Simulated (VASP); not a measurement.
# NaH (Fm-3m) in VASP: a series of runs

The runs below take NaH through single point, with LDA, PBE, PBEsol.

Everything below comes from runs of VASP 6.6.1. Logs are shortened: lines on timing, memory, paths and dates and some standing lists are left out, and cuts for length are marked.

**1. The cell of the first run**

It takes space group Fm-3m (No. 225, cubic). Conventional cell: a = 4.795 Å, b = 4.795 Å, c = 4.795 Å, α = 90.00°, β = 90.00°, γ = 90.00°. Na (site symmetry m-3m) has 6 H at 2.40 Å within 3.2 Å. Within 3.2 Å of H (site symmetry m-3m) lie 6 Na at 2.40 Å.

**2. Single point, LDA**

Contents of INCAR:

```
ALGO = Normal ; EDIFF = 1E-6
ENCUT = 500 ; GGA = CA
GGA_COMPAT = F ; ISIF = 2
ISMEAR = 0 ; LASPH = T
LCHARG = F ; LREAL = F
LWAVE = F ; NBANDS = 11
NELM = 120 ; PREC = Accurate
SIGMA = 0.01
```

Contents of KPOINTS:

```
k-points
0
Gamma
  4 4 4
```

Contents of POSCAR:

```
NaH
1.0
    0.0000000000      2.3975116422      2.3975116422
    2.3975116422      0.0000000000      2.3975116422
    2.3975116422      2.3975116422      0.0000000000
Na H
1 1
Direct
    0.0000000000      0.0000000000      0.0000000000
    0.5000000000      0.5000000000      0.5000000000
```

Potentials or basis: VASP PAW LDA potentials, release 64 (Na_pv, H).

Run with:

```bash
$ cat potpaw_LDA.64/Na_pv/POTCAR potpaw_LDA.64/H/POTCAR > POTCAR
$ mpirun -np 1 vasp_std > vasp.out
```

OUTCAR:

```text
EDIFF = 1E-6
   ENCUT = 500
   GGA = CA
   ISIF = 2
   ISMEAR = 0
   LASPH = T
   LREAL = F
   NELM = 120
   PREC = Accurate

 ion  position               nearest neighbor table
   1  0.000  0.000  0.000-
   2  0.500  0.500  0.500-

  LATTYP: Found a face centered cubic cell.
 ALAT       =     4.7950232844

  Lattice vectors:

 A1 = (   0.0000000000,   2.3975116422,   2.3975116422)
 A2 = (   2.3975116422,   0.0000000000,   2.3975116422)
 A3 = (   2.3975116422,   2.3975116422,   0.0000000000)

Analysis of symmetry for initial positions (statically):
=====================================================================
 Subroutine PRICEL returns:
 Original cell was already a primitive cell.

 Routine SETGRP: Setting up the symmetry group for a
 face centered cubic supercell.

 Subroutine GETGRP returns: Found 48 space group operations
 (whereof 48 operations were pure point group operations)
 out of a pool of 48 trial point group operations.

The static configuration has the point symmetry O_h .

Analysis of symmetry for dynamics (positions and initial velocities):
=====================================================================
 Subroutine PRICEL returns:
 Original cell was already a primitive cell.

 Routine SETGRP: Setting up the symmetry group for a
 face centered cubic supercell.

 Subroutine GETGRP returns: Found 48 space group operations
 (whereof 48 operations were pure point group operations)
 out of a pool of 48 trial point group operations.

The dynamic configuration has the point symmetry O_h .

 Subroutine INISYM returns: Found 48 space group operations
 (whereof 48 operations are pure point group operations),
 and found     1 'primitive' translations

----------------------------------------------------------------------------------------

                                     Primitive cell

  volume of cell :      27.5621

  direct lattice vectors                    reciprocal lattice vectors
     0.000000000  2.397511642  2.397511642    -0.208549561  0.208549561  0.208549561
     2.397511642  0.000000000  2.397511642     0.208549561 -0.208549561  0.208549561
     2.397511642  2.397511642  0.000000000     0.208549561  0.208549561 -0.208549561

  length of vectors
     3.390593480  3.390593480  3.390593480     0.361218435  0.361218435  0.361218435

  position of ions in fractional coordinates (direct lattice)
     0.000000000  0.000000000  0.000000000
     0.500000000  0.500000000  0.500000000

  ion indices of the primitive-cell ions
   primitive index   ion index
                 1           1
                 2           2

----------------------------------------------------------------------------------------

 KPOINTS: k-points

Automatic generation of k-mesh.
 Grid dimensions read from file:
 generate k-points for:    4    4    4

 Generating k-lattice:

  Cartesian coordinates                     Fractional coordinates (reciprocal lattice)
    -0.052137390  0.052137390  0.052137390     0.250000000  0.000000000  0.000000000
     0.052137390 -0.052137390  0.052137390     0.000000000  0.250000000  0.000000000
     0.052137390  0.052137390 -0.052137390     0.000000000  0.000000000  0.250000000

  Length of vectors
     0.090304609  0.090304609  0.090304609

  Shift w.r.t. Gamma in fractional coordinates (k-lattice)
     0.000000000  0.000000000  0.000000000

 Subroutine IBZKPT returns following result:
 ===========================================

 Found      8 irreducible k-points:

 Following reciprocal coordinates:
            Coordinates               Weight
  0.000000  0.000000  0.000000      1.000000
  0.250000  0.000000  0.000000      8.000000
  0.500000  0.000000  0.000000      4.000000
  0.250000  0.250000  0.000000      6.000000
  0.500000  0.250000  0.000000     24.000000
 -0.250000  0.250000  0.000000     12.000000
  0.500000  0.500000  0.000000      3.000000
 -0.250000  0.500000  0.250000      6.000000
   k-points           NKPTS =      8   k-points in BZ     NKDIM =      8   number of bands    NBANDS=     11
   number of dos      NEDOS =    301   number of ions     NIONS =      2
   total plane-waves  NPLWV =  21952
   dimension x,y,z NGX =    28 NGY =   28 NGZ =   28
   dimension x,y,z NGXF=    56 NGYF=   56 NGZF=   56
   ions per type =               1   1
   NGX,Y,Z   is equivalent  to a cutoff of  13.73, 13.73, 13.73 a.u.
   NGXF,Y,Z  is equivalent  to a cutoff of  27.46, 27.46, 27.46 a.u.
 SYSTEM =  unknown system
   PREC   = accura    normal or accurate (medium, high low for compatibility)
   ISTART =      0    job   : 0-new  1-cont  2-samecut
   ICHARG =      2    charge: 1-file 2-atom 10-const
   ISPIN  =      1    spin polarized calculation?
   LNONCOLLINEAR =      F non collinear calculations
   LSORBIT =      F    spin-orbit coupling
   LASPH  =      T    aspherical Exc in radial PAW
   ENCUT  =  500.0 eV  36.75 Ry    6.06 a.u.   6.18  6.18  6.18*2*pi/ulx,y,z
   NELM   =    120;   NELMIN=  2; NELMDL= -5     # of ELM steps
   EDIFF  = 0.1E-05   stopping-criterion for ELM
   LREAL  =      F    real-space projection
   EDIFFG = 0.1E-04   stopping-criterion for IOM
   NSW    =      0    number of steps for IOM
   IBRION =     -1    ionic relax: 0-MD 1-quasi-New 2-CG
   NFREE  =      0    steps in history (QN), initial steepest desc. (CG)
   ISIF   =      2    stress and relaxation
   ISYM   =      2    0-nonsym 1-usesym 2-fastsym
   POTIM  = 0.5000    time-step for ionic-motion
   TEBEG  =    0.0;   TEEND  =   0.0 temperature during run
   PSTRESS=    0.0 pullay stress
   NELECT =       8.0000    total number of electrons
   NUPDOWN=      -1.0000    fix difference up-down
   EMIN   =  10.00;   EMAX   =-10.00  energy-range for DOS
   EFERMI =   0.00;   METHOD = LEGACY
   ISMEAR =     0;   SIGMA  =   0.01  broadening in eV -4-tet -1-fermi 0-gaus
   EFERMI_NEDOS =   21; number of points for ismear=-14 and -15
   IALGO  =     38    algorithm
   IMIX   =      4    mixing-type and parameters
     AMIX     =   0.40;   BMIX     =  1.00
     AMIX_MAG =   1.60;   BMIX_MAG =  1.00
  volume/ion in A,a.u.               =      13.78        93.00
  Fermi-wavevector in a.u.,A,eV,Ry     =   1.083929  2.048328 15.985508  1.174902
  Thomas-Fermi vector in A             =   2.220007
   LORBIT       =      0    0 simple, 1 ext, 2 COOP (PROOUT), +10 PAW based schemes
   GGA     = CA    functional components
   LHFCALC =     F    Hartree Fock is set to
   AEXX    =    0.0000 exact exchange contribution
   IVDW    =     0    specifies the selected vdW correction
   LEPSILON=     F    determine dielectric tensor
   LRPA    =     F    only Hartree local field effects (RPA)
 non-spin polarized calculation
 Gauss-broadening in eV      SIGMA  =   0.01
  energy-cutoff  :      500.00
  volume of cell :       27.56
 maximum number of plane-waves:       725
 NGX is ok and might be reduce to    28
   NGX = 13   NGY = 13   NGZ = 13

 number of electron       8.0000000 magnetization

 Free energy of the ion-electron system (eV)
  ---------------------------------------------------
  ext. energy  EPLUGINS =         0.00000000
  ---------------------------------------------------
  free energy    TOTEN  =        -5.39931079 eV

  energy without entropy =       -5.39931079  energy(sigma->0) =       -5.39931079

 E-fermi :  -1.0481     XC(G=0):  -8.3173

 val. band max:       -1.1419671276   @ k =  -0.2500   0.5000   0.2500
 cond. band min:       2.3020136331   @ k =   0.5000   0.0000   0.0000
 fundamental gap:      3.4439807607
 Fermi energy:        -1.0480776829

 k-point     1 :       0.0000    0.0000    0.0000
  band No.  band energies     occupation
      1     -23.2754      2.00000
      2     -23.2754      2.00000
      3     -23.2754      2.00000
      4      -4.9987      2.00000
      5       9.4505      0.00000
      6      14.2156      0.00000
      7      14.2156      0.00000
      8      14.2156      0.00000
      9      15.2631      0.00000
     10      15.2631      0.00000
     11      15.2631      0.00000

 k-point     2 :       0.2500    0.0000    0.0000
  band No.  band energies     occupation
      1     -23.3289      2.00000
      2     -23.2817      2.00000
      3     -23.2817      2.00000
      4      -3.9233      2.00000
      5       5.9736      0.00000
      6      10.3006      0.00000
      7      12.6858      0.00000
      8      12.6858      0.00000
      9      16.1109      0.00000
     10      16.1109      0.00000
     11      17.5786      0.00000

 k-point     3 :       0.5000    0.0000    0.0000
  band No.  band energies     occupation
      1     -23.3814      2.00000
      2     -23.2881      2.00000
      3     -23.2881      2.00000
      4      -2.0681      2.00000
      5       2.3020      0.00000
      6       9.5979      0.00000
      7      12.0692      0.00000
      8      12.0692      0.00000
      9      15.0234      0.00000
     10      15.0234      0.00000
     11      17.6374      0.00000

 k-point     4 :       0.2500    0.2500    0.0000
  band No.  band energies     occupation
      1     -23.3257      2.00000
      2     -23.2933      2.00000
      3     -23.2933      2.00000
      4      -3.5976      2.00000
      5       6.3004      0.00000
      6      10.2179      0.00000
      7      10.6167      0.00000
      8      10.6167      0.00000
      9      13.4423      0.00000
     10      18.5349      0.00000
     11      20.9677      0.00000

 k-point     5 :       0.5000    0.2500    0.0000
  band No.  band energies     occupation
      1     -23.3608      2.00000
      2     -23.3147      2.00000
      3     -23.2997      2.00000
      4      -1.8334      2.00000
      5       3.6468      0.00000
      6       6.4005      0.00000
      7      10.2269      0.00000
      8      11.1555      0.00000
      9      15.6431      0.00000
     10      18.7602      0.00000
     11      19.0425      0.00000

 k-point     6 :      -0.2500    0.2500    0.0000
  band No.  band energies     occupation
      1     -23.3506      2.00000
      2     -23.3168      2.00000
      3     -23.2881      2.00000
      4      -2.4431      2.00000
      5       4.5493      0.00000
      6       6.0269      0.00000
      7      11.7100      0.00000
      8      12.2483      0.00000
      9      17.1381      0.00000
     10      17.4363      0.00000
     11      18.5715      0.00000

 k-point     7 :       0.5000    0.5000    0.0000
  band No.  band energies     occupation
      1     -23.3700      2.00000
      2     -23.3112      2.00000
      3     -23.3112      2.00000
      4      -1.3397      2.00000
      5       3.2000      0.00000
      6       8.6099      0.00000
      7       9.3243      0.00000
      8       9.3243      0.00000
      9      10.5115      0.00000
     10      22.6918      0.00000
     11      24.2546      0.00000

 k-point     8 :      -0.2500    0.5000    0.2500
  band No.  band energies     occupation
      1     -23.3405      2.00000
      2     -23.3405      2.00000
      3     -23.3136      2.00000
      4      -1.1420      2.00000
      5       4.6017      0.00000
      6       4.6017      0.00000
      7       6.9899      0.00000
      8      15.1720      0.00000
      9      16.4917      0.00000
     10      16.4917      0.00000
     11      18.0983      0.00000

------------------------ aborting loop because EDIFF is reached ----------------------------------------

  FORCE on cell =-STRESS in cart. coord.  units (eV):
  Direction    XX          YY          ZZ          XY          YZ          ZX
  --------------------------------------------------------------------------------------
  -------------------------------------------------------------------------------------
  Total       -0.2952282     -0.2952282     -0.2952282      0.0000000      0.0000000      0.0000000
  in kB      -17.1615397    -17.1615397    -17.1615397      0.0000000      0.0000000      0.0000000
  external PRESSURE =     -17.1615397 kB  Pullay stress =       0.0000000 kB

 VOLUME and BASIS-vectors are now :
 -----------------------------------------------------------------------------
  energy-cutoff  :      500.00
  volume of cell :       27.56
      direct lattice vectors                 reciprocal lattice vectors
     0.000000000  2.397511642  2.397511642    -0.208549561  0.208549561  0.208549561
     2.397511642  0.000000000  2.397511642     0.208549561 -0.208549561  0.208549561
     2.397511642  2.397511642  0.000000000     0.208549561  0.208549561 -0.208549561

 POSITION                                       TOTAL-FORCE (eV/Angst)
 -----------------------------------------------------------------------------------
      0.00000      0.00000      0.00000         0.000000      0.000000      0.000000
      2.39751      2.39751      2.39751        -0.000000     -0.000000     -0.000000
 -----------------------------------------------------------------------------------
    total drift:                               -0.000000      0.000000      0.000000

  FREE ENERGIE OF THE ION-ELECTRON SYSTEM (eV)
  ---------------------------------------------------
  free  energy   TOTEN  =        -5.3993107902 eV

  energy  without entropy=       -5.3993107902  energy(sigma->0) =       -5.39931079
```

Run time: 8 s. Hardware: 1 thread of AMD EPYC 7R43 (Zen 3), shared host; peak memory 0.1 GiB.

Results:

| Property | Result |
| --- | --- |
| Free energy | -5.3993 eV |
| Pressure | -1.7 GPa |
| Band gap on the k mesh | 3.44 eV, indirect (least direct gap 4.37 eV) |

Levels at points of the mesh, in eV from the valence-band top:
| k point | band 1 | band 2 | band 3 | band 4 | band 5 | band 6 | band 7 | band 8 |
| --- | --- | --- | --- | --- | --- | --- | --- | --- |
| (0.00, 0.00, 0.00) | -22.13 | -22.13 | -22.13 | -3.86 | 10.59 | 15.36 | 15.36 | 15.36 |
| (0.50, 0.00, 0.00) | -22.24 | -22.15 | -22.15 | -0.93 | 3.44 | 10.74 | 13.21 | 13.21 |
| (0.50, 0.50, 0.00) | -22.23 | -22.17 | -22.17 | -0.20 | 4.34 | 9.75 | 10.47 | 10.47 |

Caveat: the k points lie up to 0.57 Å⁻¹ apart. A hybrid or GW would open this gap; LDA tends to underestimate it.

**3. Single point, LDA**

Contents of INCAR:

```
SYSTEM = NaH
  PREC = Accurate
  ENCUT = 500
  EDIFF = 1E-6
  ISMEAR = 0
  SIGMA = 0.01
  LREAL = .False.
  LASPH = .True.
  NELM = 120
  ALGO = Normal
  ISIF = 2
  LWAVE = .False.
  LCHARG = .False.
  NBANDS = 11
  GGA_COMPAT = .False.
```

Contents of KPOINTS:

```
regular mesh
0
Gamma
  4 4 4
  0 0 0
```

POSCAR is that of step 2.

Potentials or basis: VASP PAW LDA potentials, release 64 (Na_pv, H).

Run with:

```bash
$ cat potpaw_LDA.64/Na_pv/POTCAR potpaw_LDA.64/H/POTCAR > POTCAR
$ mpirun -np 1 vasp_std > vasp.out
```

Run time: 7.3 s. Hardware: 1 thread of AMD EPYC 7R43 (Zen 3), shared host; peak memory 0.09 GiB.

The run converged. Its results:

```
Free energy            : -5.3993 eV
Pressure               : -1.7 GPa
Band gap on the k mesh : 3.44 eV, indirect (least direct gap 4.37 eV)
```

Levels at points of the mesh, in eV from the valence-band top:
```csv
k point,band 1,band 2,band 3,band 4,band 5,band 6,band 7,band 8,band 9
"(0.00, 0.00, 0.00)",-22.13,-22.13,-22.13,-3.86,10.59,15.36,15.36,15.36,16.41
"(0.50, 0.00, 0.00)",-22.24,-22.15,-22.15,-0.93,3.44,10.74,13.21,13.21,16.17
"(0.50, 0.50, 0.00)",-22.23,-22.17,-22.17,-0.20,4.34,9.75,10.47,10.47,11.65
```

Caveat: the k points lie up to 0.57 Å⁻¹ apart.

**4. Single point, PBE**

Contents of INCAR:

```
PREC = Accurate
ENCUT = 500
EDIFF = 1E-6
ISMEAR = 0
SIGMA = 0.01
LREAL = False
LASPH = True
NELM = 120
ALGO = Normal
ISIF = 2
LWAVE = False
LCHARG = False
GGA = PE
NBANDS = 11
GGA_COMPAT = False
```

Contents of KPOINTS:

```
Automatic mesh
0
Gamma
  4 4 4
```

POSCAR is that of step 3.

Potentials or basis: VASP PAW PBE potentials, release 64 (Na_pv, H).

Run with:

```bash
$ cat potpaw_PBE.64/Na_pv/POTCAR potpaw_PBE.64/H/POTCAR > POTCAR
$ mpirun -np 1 vasp_std > vasp.out
```

It took 6.8 s on 1 thread of AMD EPYC 7R43 (Zen 3), shared host; peak memory 0.11 GiB.

Results (log left out):

```yaml
Free_energy: -5.0862 eV
Pressure: 0.5 GPa
Band_gap_on_the_k_mesh: 3.80 eV, indirect (least direct gap 4.67 eV)
```

Levels at points of the mesh, in eV from the valence-band top:
```csv
k point,band 2,band 3,band 4,band 5,band 6,band 7
"(0.00, 0.00, 0.00)",-22.06,-22.06,-3.68,10.62,15.78,15.78
"(0.50, 0.00, 0.00)",-22.07,-22.07,-0.87,3.80,10.94,13.53
"(0.50, 0.50, 0.00)",-22.09,-22.09,-0.18,4.68,10.12,10.82
```

Caveat: the k points lie up to 0.57 Å⁻¹ apart.

**5. Single point, PBEsol**

Contents of INCAR:

```
PREC     = Accurate       # precision mode
ENCUT    = 500            # plane-wave cutoff, eV
EDIFF    = 1E-6           # SCF threshold, eV
ISMEAR   = 0              # smearing method
SIGMA    = 0.01           # smearing width, eV
LREAL    = False          # projectors in reciprocal space
LASPH    = True           # aspherical terms in the spheres
NELM     = 120            # most SCF steps
ALGO     = Normal         # electronic algorithm
ISIF     = 2              # what is computed and relaxed
LWAVE    = False          # write WAVECAR
LCHARG   = False          # write CHGCAR
GGA      = PS             # functional
NBANDS   = 11             # bands
GGA_COMPAT= False
```

Contents of KPOINTS:

```
regular mesh
0
Gamma
  5 5 5
```

POSCAR is that of step 4.

Run with:

```bash
$ cat potpaw_PBE.64/Na_pv/POTCAR potpaw_PBE.64/H/POTCAR > POTCAR
$ mpirun -np 1 vasp_std > vasp.out
```

It took 11 s on 1 thread of AMD EPYC 7R43 (Zen 3), shared host; peak memory 0.11 GiB.

The run converged. Its results:

| Property | Result |
| --- | --- |
| Free energy | -5.0856 eV |
| Pressure | -0.1 GPa |
| Band gap on the k mesh | 4.48 eV, indirect (least direct gap 4.99 eV) |

Levels at points of the mesh, in eV from the valence-band top:
```csv
k point,band 1,band 2,band 3,band 4,band 5,band 6,band 7,band 8
"(0.00, 0.00, 0.00)",-21.85,-21.85,-21.85,-3.68,10.73,15.68,15.68,15.68
```

Caveat: the k points lie up to 0.45 Å⁻¹ apart; the PAW data sets were made with another functional, which shifts forces and pressure a little.

[end of part 1 of 2]
